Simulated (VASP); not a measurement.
Pd:

```xyz
1
Lattice="0.0000 1.9465 1.9465 1.9465 0.0000 1.9465 1.9465 1.9465 0.0000" Properties=species:S:1:pos:R:3 pbc="T T T"
Pd    0.0000    0.0000    0.0000
```

```yaml
Program: VASP 6.6.1
Task: relaxation of cell and atoms
Functional: PBE
Potentials_or_basis: VASP PAW PBE potentials, release 64 (Pd)
Cutoff: 600 eV
k_mesh: 12 × 12 × 12
Occupations: fermi-dirac, width 0.05 eV
Spin: no spin polarisation
```

At the start: pressure 6.6 GPa; volume 14.75 Å³/atom.

Problem. Where does the relaxation end?

Solution. Over 3 steps the energy falls by 10.4 meV/atom and the volume is 15.29 Å³/atom (+3.6 %); space group Fm-3m (No. 225, to 0.05 Å).

The path:
```
step  energy change (eV)  largest force (eV/Å)  pressure (GPa)  volume (Å³)
   1              0.0000                0.0000            6.56        14.75
   2              0.0092                0.0000           -7.47        16.08
   3             -0.0104                0.0000           -0.05        15.29
```

Final structure:
```
CELL_PARAMETERS angstrom
0.00000 1.96980 1.96980
1.96980 0.00000 1.96980
1.96980 1.96980 0.00000
ATOMIC_POSITIONS crystal
Pd 0.00000 0.00000 0.00000
```
